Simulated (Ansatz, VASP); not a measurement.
**Two plane-wave programs on Si2Mo**

Contents of INCAR:

```
PREC = Accurate ; ENCUT = 600
EDIFF = 1E-6 ; ISMEAR = -1
SIGMA = 0.05 ; LREAL = F
LASPH = T ; NELM = 60
ALGO = Normal ; ISIF = 3
LWAVE = F ; LCHARG = F
GGA = PE ; IBRION = 2
NSW = 70 ; EDIFFG = -0.005
```

Contents of KPOINTS:

```
regular mesh
0
Gamma
  16 16 16
```

File POSCAR:

```
Si2Mo
1.0
   -1.6000000000      1.6000000000      3.9305000000
    1.6000000000     -1.6000000000      3.9305000000
    1.6000000000      1.6000000000     -3.9305000000
Si Mo
2 1
Direct
    0.3330000000      0.3330000000      0.0000000000
    0.6670000000      0.6670000000      0.0000000000
    0.0000000000      0.0000000000      0.0000000000
```

Input for Ansatz:

```yaml
crystal:
  lattice:
    - [-1.6, 1.6, 3.9305]
    - [1.6, -1.6, 3.9305]
    - [1.6, 1.6, -3.9305]
  atoms:
    - { symbol: Si, position: [0.333, 0.333, 0.0] }
    - { symbol: Si, position: [0.667, 0.667, 0.0] }
    - { symbol: Mo, position: [0.0, 0.0, 0.0] }
kpoints:
  mp_grid: { grid: [16, 16, 16] }
scf:
  occupations: { method: fermi_dirac, width: 0.05 }
hamiltonian:
  xc: pbe
  pseudopotentials: { kind: paw }
output:
  forces: true
  stress: true
relax:
  f_tol: 0.005
  max_steps: 50
  cell: {}
```

Alike in both runs: task relaxation of cell and atoms; functional PBE; k mesh 16 × 16 × 16; occupations fermi-dirac, width 0.05 eV; no spin polarisation.

```csv
,VASP,Ansatz
version,VASP 6.6.1,Ansatz 0.2.0
potentials or method,"VASP PAW PBE potentials, release 64 (Si, Mo_sv)","PAW with Ansatz's default frozen-core files, scalar-relativistic"
plane-wave cutoff (eV),600,420
valence electrons in the cell,22,22
```

VASP gave:

| Property | Result |
| --- | --- |
| relaxed volume (Å³/atom) | 13.59 |
| relaxed length of the cell vector where the two differ most in proportion (Å) | 4.547 |

**Question.** Which values does Ansatz return?

**Answer.** Relaxed volume (Å³/atom): 13.58; relaxed length of the cell vector where the two differ most in proportion (Å): 4.546.
